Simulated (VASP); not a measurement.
# KPd (CsCl type) (Pm-3m) in VASP: notebook

The runs below take KPd (CsCl type) through electric field gradients, density of states, with PBEsol.

All numbers are computed with VASP 6.6.1; they aren't measurements. Logs are shortened: lines on timing, memory, paths and dates and some standing lists are left out, and cuts for length are marked.

## (1) The cell of the first run

Symmetry: Pm-3m, No. 221, cubic system. The conventional cell has a = 3.659 Å, b = 3.659 Å, c = 3.659 Å, α = 90.00°, β = 90.00°, γ = 90.00°. Within 4.2 Å of K (site symmetry m-3m) lie 8 Pd at 3.17 Å and 6 K at 3.66 Å. Within 4.2 Å of Pd (site symmetry m-3m) lie 8 K at 3.17 Å and 6 Pd at 3.66 Å.

## (2) Electric field gradients, PBEsol

INCAR

```
  ALGO = Normal
  EDIFF = 1E-8
  ENCUT = 520
  GGA = PS
  ISIF = 2
  ISMEAR = -1
  LASPH = True
  LCHARG = False
  LEFG = True
  LREAL = False
  LWAVE = False
  NBANDS = 16
  NELM = 60
  PREC = Accurate
  SIGMA = 0.05
```

KPOINTS

```
k-points
0
Gamma
  10 10 10
```

POSCAR

```
KPd
1.0
    3.6593028929      0.0000000000      0.0000000000
    0.0000000000      3.6593028929      0.0000000000
    0.0000000000      0.0000000000      3.6593028929
K Pd
1 1
Direct
    0.0000000000      0.0000000000      0.0000000000
    0.5000000000      0.5000000000      0.5000000000
```

Potentials or basis: VASP PAW PBE potentials, release 64 (K_sv, Pd).

Launch:

```sh
$ cat potpaw_PBE.64/K_sv/POTCAR potpaw_PBE.64/Pd/POTCAR > POTCAR
$ mpirun -np 1 vasp_std > vasp.out
```

OUTCAR:

```text
EDIFF = 1E-8
   ENCUT = 520
   GGA = PS
   ISIF = 2
   ISMEAR = -1
   LASPH = True
   LREAL = False
   NELM = 60
   PREC = Accurate

 ion  position               nearest neighbor table
   1  0.000  0.000  0.000-   2 3.17   2 3.17   2 3.17   2 3.17   2 3.17   2 3.17   2 3.17   2 3.17

   2  0.500  0.500  0.500-   1 3.17   1 3.17   1 3.17   1 3.17   1 3.17   1 3.17   1 3.17   1 3.17

  LATTYP: Found a simple cubic cell.
 ALAT       =     3.6593028929

  Lattice vectors:

 A1 = (   3.6593028929,   0.0000000000,   0.0000000000)
 A2 = (   0.0000000000,   3.6593028929,   0.0000000000)
 A3 = (   0.0000000000,   0.0000000000,   3.6593028929)

Analysis of symmetry for initial positions (statically):
=====================================================================
 Subroutine PRICEL returns:
 Original cell was already a primitive cell.

 Routine SETGRP: Setting up the symmetry group for a
 simple cubic supercell.

 Subroutine GETGRP returns: Found 48 space group operations
 (whereof 48 operations were pure point group operations)
 out of a pool of 48 trial point group operations.

The static configuration has the point symmetry O_h .

Analysis of symmetry for dynamics (positions and initial velocities):
=====================================================================
 Subroutine PRICEL returns:
 Original cell was already a primitive cell.

 Routine SETGRP: Setting up the symmetry group for a
 simple cubic supercell.

 Subroutine GETGRP returns: Found 48 space group operations
 (whereof 48 operations were pure point group operations)
 out of a pool of 48 trial point group operations.

The dynamic configuration has the point symmetry O_h .

 Subroutine INISYM returns: Found 48 space group operations
 (whereof 48 operations are pure point group operations),
 and found     1 'primitive' translations

----------------------------------------------------------------------------------------

                                     Primitive cell

  volume of cell :      48.9999

  direct lattice vectors                    reciprocal lattice vectors
     3.659302893  0.000000000  0.000000000     0.273276094  0.000000000  0.000000000
     0.000000000  3.659302893  0.000000000     0.000000000  0.273276094  0.000000000
     0.000000000  0.000000000  3.659302893     0.000000000  0.000000000  0.273276094

  length of vectors
     3.659302893  3.659302893  3.659302893     0.273276094  0.273276094  0.273276094

  position of ions in fractional coordinates (direct lattice)
     0.000000000  0.000000000  0.000000000
     0.500000000  0.500000000  0.500000000

  ion indices of the primitive-cell ions
   primitive index   ion index
                 1           1
                 2           2

----------------------------------------------------------------------------------------

 KPOINTS: k-points

Automatic generation of k-mesh.
 Grid dimensions read from file:
 generate k-points for:   10   10   10

 Generating k-lattice:

  Cartesian coordinates                     Fractional coordinates (reciprocal lattice)
     0.027327609  0.000000000  0.000000000     0.100000000  0.000000000  0.000000000
     0.000000000  0.027327609  0.000000000     0.000000000  0.100000000  0.000000000
     0.000000000  0.000000000  0.027327609     0.000000000  0.000000000  0.100000000

  Length of vectors
     0.027327609  0.027327609  0.027327609

  Shift w.r.t. Gamma in fractional coordinates (k-lattice)
     0.000000000  0.000000000  0.000000000

 Subroutine IBZKPT returns following result:
 ===========================================

 Found     56 irreducible k-points:

 Following reciprocal coordinates:
            Coordinates               Weight
  0.000000  0.000000  0.000000      1.000000
  0.100000  0.000000  0.000000      6.000000
  0.200000  0.000000  0.000000      6.000000
  0.300000  0.000000  0.000000      6.000000
  0.400000  0.000000  0.000000      6.000000
  0.500000  0.000000  0.000000      3.000000
[... 16 lines left out ...]
  0.200000  0.100000  0.100000     24.000000
  0.300000  0.100000  0.100000     24.000000
 [... further k-points ...]
   k-points           NKPTS =     56   k-points in BZ     NKDIM =     56   number of bands    NBANDS=     16
   number of dos      NEDOS =    301   number of ions     NIONS =      2
   total plane-waves  NPLWV =  21952
   dimension x,y,z NGX =    28 NGY =   28 NGZ =   28
   dimension x,y,z NGXF=    56 NGYF=   56 NGZF=   56
   ions per type =               1   1
   NGX,Y,Z   is equivalent  to a cutoff of  12.72, 12.72, 12.72 a.u.
   NGXF,Y,Z  is equivalent  to a cutoff of  25.44, 25.44, 25.44 a.u.
 SYSTEM =  unknown system
   PREC   = accura    normal or accurate (medium, high low for compatibility)
   ISTART =      0    job   : 0-new  1-cont  2-samecut
   ICHARG =      2    charge: 1-file 2-atom 10-const
   ISPIN  =      1    spin polarized calculation?
   LNONCOLLINEAR =      F non collinear calculations
   LSORBIT =      F    spin-orbit coupling
   LASPH  =      T    aspherical Exc in radial PAW
   ENCUT  =  520.0 eV  38.22 Ry    6.18 a.u.   6.80  6.80  6.80*2*pi/ulx,y,z
   NELM   =     60;   NELMIN=  2; NELMDL= -5     # of ELM steps
   EDIFF  = 0.1E-07   stopping-criterion for ELM
   LREAL  =      F    real-space projection
   EDIFFG = 0.1E-06   stopping-criterion for IOM
   NSW    =      0    number of steps for IOM
   IBRION =     -1    ionic relax: 0-MD 1-quasi-New 2-CG
   NFREE  =      0    steps in history (QN), initial steepest desc. (CG)
   ISIF   =      2    stress and relaxation
   ISYM   =      2    0-nonsym 1-usesym 2-fastsym
   POTIM  = 0.5000    time-step for ionic-motion
   TEBEG  =    0.0;   TEEND  =   0.0 temperature during run
   PSTRESS=    0.0 pullay stress
   NELECT =      19.0000    total number of electrons
   NUPDOWN=      -1.0000    fix difference up-down
   EMIN   =  10.00;   EMAX   =-10.00  energy-range for DOS
   EFERMI =   0.00;   METHOD = LEGACY
   ISMEAR =    -1;   SIGMA  =   0.05  broadening in eV -4-tet -1-fermi 0-gaus
   EFERMI_NEDOS =   21; number of points for ismear=-14 and -15
   IALGO  =     38    algorithm
   IMIX   =      4    mixing-type and parameters
     AMIX     =   0.40;   BMIX     =  1.00
     AMIX_MAG =   1.60;   BMIX_MAG =  1.00
  volume/ion in A,a.u.               =      24.50       165.33
  Fermi-wavevector in a.u.,A,eV,Ry     =   1.193789  2.255935 19.390109  1.425133
  Thomas-Fermi vector in A             =   2.329795
   LORBIT       =      0    0 simple, 1 ext, 2 COOP (PROOUT), +10 PAW based schemes
   GGA     = PS    functional components
   LHFCALC =     F    Hartree Fock is set to
   AEXX    =    0.0000 exact exchange contribution
   IVDW    =     0    specifies the selected vdW correction
   LEPSILON=     F    determine dielectric tensor
   LRPA    =     F    only Hartree local field effects (RPA)
 non-spin polarized calculation
  energy-cutoff  :      520.00
  volume of cell :       49.00
 maximum number of plane-waves:      1357
 NGX is ok and might be reduce to    28
   NGX = 13   NGY = 13   NGZ = 13

 number of electron      19.0000006 magnetization

 Free energy of the ion-electron system (eV)
  ---------------------------------------------------
  ext. energy  EPLUGINS =         0.00000000
  ---------------------------------------------------
  free energy    TOTEN  =        -6.09659755 eV

  energy without entropy =       -6.09197325  energy(sigma->0) =       -6.09428540

 E-fermi :   2.8983     XC(G=0):  -9.7730

 val. band max:        2.7954680256   @ k =   0.4000   0.2000   0.2000
 cond. band min:       2.9920087775   @ k =   0.4000   0.3000   0.0000
 fundamental gap:      0.1965407519
 Fermi energy:         2.8983101832

 k-point     1 :       0.0000    0.0000    0.0000
  band No.  band energies     occupation
      1     -26.7914      2.00000
      2     -10.2323      2.00000
      3     -10.2323      2.00000
      4     -10.2323      2.00000
      5      -0.4938      2.00000
      6       0.6841      2.00000
[... 8 lines left out ...]
     15      11.2916      0.00000
     16      12.5509      0.00000
[... 419 lines left out ...]
 k-point    24 :       0.3000    0.1000    0.1000
  band No.  band energies     occupation
      1     -26.7597      2.00000
      2     -10.5448      2.00000
      3     -10.2538      2.00000
      4     -10.2491      2.00000
      5       0.7946      2.00000
      6       0.9266      2.00000
[... 8 lines left out ...]
     15      11.7009      0.00000
     16      12.5556      0.00000

 [... further k-points ...]

------------------------ aborting loop because EDIFF is reached ----------------------------------------

  FORCE on cell =-STRESS in cart. coord.  units (eV):
  Direction    XX          YY          ZZ          XY          YZ          ZX
  --------------------------------------------------------------------------------------
  -------------------------------------------------------------------------------------
  Total        0.0298140      0.0298140      0.0298140     -0.0000000      0.0000000     -0.0000000
  in kB        0.9748443      0.9748443      0.9748443     -0.0000000      0.0000000     -0.0000000
  external PRESSURE =       0.9748443 kB  Pullay stress =       0.0000000 kB

 VOLUME and BASIS-vectors are now :
 -----------------------------------------------------------------------------
  energy-cutoff  :      520.00
  volume of cell :       49.00
      direct lattice vectors                 reciprocal lattice vectors
     3.659302893  0.000000000  0.000000000     0.273276094  0.000000000  0.000000000
     0.000000000  3.659302893  0.000000000     0.000000000  0.273276094  0.000000000
     0.000000000  0.000000000  3.659302893     0.000000000  0.000000000  0.273276094

 POSITION                                       TOTAL-FORCE (eV/Angst)
 -----------------------------------------------------------------------------------
      0.00000      0.00000      0.00000         0.000000      0.000000      0.000000
      1.82965      1.82965      1.82965         0.000000      0.000000      0.000000
 -----------------------------------------------------------------------------------
    total drift:                                0.000000      0.000000      0.000000

  FREE ENERGIE OF THE ION-ELECTRON SYSTEM (eV)
  ---------------------------------------------------
  free  energy   TOTEN  =        -6.0965975524 eV

  energy  without entropy=       -6.0919732486  energy(sigma->0) =       -6.09428540

 Electric field gradients (V/A^2)
---------------------------------------------------------------------
 ion       V_xx      V_yy      V_zz      V_xy      V_xz      V_yz
---------------------------------------------------------------------
   1       0.000     0.000     0.000     0.000     0.000    -0.000
   2       0.000     0.000    -0.000     0.000     0.000     0.000
---------------------------------------------------------------------

 Electric field gradients after diagonalization (V/A^2)
 (convention: |V_zz| > |V_xx| > |V_yy|)
----------------------------------------------------------------------
 ion       V_xx      V_yy      V_zz     asymmetry (V_yy - V_xx)/ V_zz
----------------------------------------------------------------------
   1       0.000     0.000     0.000      -0.072
   2       0.000     0.000    -0.000       0.097
----------------------------------------------------------------------

           NMR quadrupolar parameters

 Cq : quadrupolar parameter    Cq=e*Q*V_zz/h
 eta: asymmetry parameters     (V_yy - V_xx)/ V_zz
 Q  : nuclear electric quadrupole moment in mb (millibarn)
----------------------------------------------------------------------
 ion       Cq(MHz)       eta       Q (mb)
----------------------------------------------------------------------
   1       0.000      -0.072       1.000
   2      -0.000       0.097       1.000
----------------------------------------------------------------------
```

Run time: 38 s. Hardware: 1 thread of Intel Xeon Platinum 8259CL at 2.50GHz (Skylake/Cascade Lake), shared host; peak memory 0.18 GiB.

Results:

```
Free energy : -6.0966 eV
Pressure    : 0.1 GPa
```

Levels at points of the mesh, in eV from the Fermi level:
```
           k point  band 6  band 7  band 8  band 9  band 10  band 11  band 12  band 13
(0.00, 0.00, 0.00)   -2.21   -2.21   -1.14   -1.14    -1.14     5.54     5.54     8.39
(0.50, 0.00, 0.00)   -1.85   -1.30   -1.30   -1.06     0.32     0.52     5.13     6.09
(0.50, 0.50, 0.00)   -2.06   -1.50   -1.50   -0.77     1.14     3.08     3.08     5.68
(0.50, 0.50, 0.50)   -1.60   -1.60   -0.75   -0.75     2.18     2.18     2.18     4.48
```

Caveat: without QUAD_EFG the Cq values of the log hold for a quadrupole moment of 1 mb, not for the nuclei; the PAW data sets were made with another functional, which shifts forces and pressure a little.

## (3) Density of states, PBEsol

POSCAR is that of step 2.

INCAR.step1

```
PREC = Accurate ; ENCUT = 520
EDIFF = 1E-6 ; ISMEAR = -1
SIGMA = 0.05 ; LREAL = F
LASPH = T ; NELM = 80
ALGO = Normal ; ISIF = 2
LWAVE = F ; LCHARG = T
LMAXMIX = 4 ; GGA = PS
NBANDS = 16
```

KPOINTS.step1

```
regular mesh
0
Gamma
  10 10 10
```

INCAR.step2

```
PREC = Accurate ; ENCUT = 520
EDIFF = 1E-6 ; ISMEAR = -5
SIGMA = 0.05 ; LREAL = F
LASPH = T ; NELM = 80
ALGO = Normal ; ISIF = 2
LWAVE = F ; LCHARG = F
LMAXMIX = 4 ; GGA = PS
LORBIT = 11 ; NBANDS = 16
NEDOS = 2001 ; ICHARG = 11
```

KPOINTS.step2

```
regular mesh
0
Gamma
  15 15 15
```

Potentials or basis: VASP PAW PBE potentials, release 64 (K_sv, Pd).

Launch:

```sh
$ cat potpaw_PBE.64/K_sv/POTCAR potpaw_PBE.64/Pd/POTCAR > POTCAR
$ cp INCAR.step1 INCAR
$ cp KPOINTS.step1 KPOINTS
$ mpirun -np 1 vasp_std > vasp.out
$ cp INCAR.step2 INCAR
$ cp KPOINTS.step2 KPOINTS
$ mpirun -np 1 vasp_std > vasp.out
```

It took 71 s on 1 thread of Intel Xeon Platinum 8259CL at 2.50GHz (Skylake/Cascade Lake), shared host; peak memory 0.22 GiB.

The run converged. Its results:

```
Valence electrons inside the program's atomic spheres : K 7.59; Pd 9.22
```

Levels at points of the mesh, in eV from the Fermi level:
```csv
k point,band 7,band 8,band 9,band 10,band 11,band 12,band 13,band 14
"(0.00, 0.00, 0.00)",-2.22,-1.15,-1.15,-1.15,5.54,5.54,8.39,8.39
```

Caveat: the PAW data sets were made with another functional, which shifts forces and pressure a little; tetrahedron occupations give inexact forces and stress in metals.
